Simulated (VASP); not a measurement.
The system is GaAs.

```xyz
2
Lattice="0.0000 2.8268 2.8268 2.8268 0.0000 2.8268 2.8268 2.8268 0.0000" Properties=species:S:1:pos:R:3 pbc="T T T"
Ga    0.0000    0.0000    0.0000
As    1.4134    1.4134    1.4134
```

Base run:

- Program: VASP 6.6.1
- Functional: revPBE
- Potentials or basis: VASP PAW PBE potentials, release 64 (Ga_d, As)
- Cutoff: 520 eV
- k mesh: 6 × 6 × 6
- Occupations: gaussian, width 0.01 eV
- Spin: no spin polarisation

Its results: band gap on the k mesh 0.61 eV, direct; pressure 4.8 GPa.

The run is repeated on the same cell with these changes: functional from revPBE to PBEsol. What comes out?

Band gap on the k mesh 0.45 eV, direct; pressure 0.3 GPa.

PBEsol binds more tightly than revPBE, so the same cell stands under less pressure.

Caveats: the PAW data sets were made with another functional, which shifts forces and pressure a little.

A k mesh can miss the band edges.
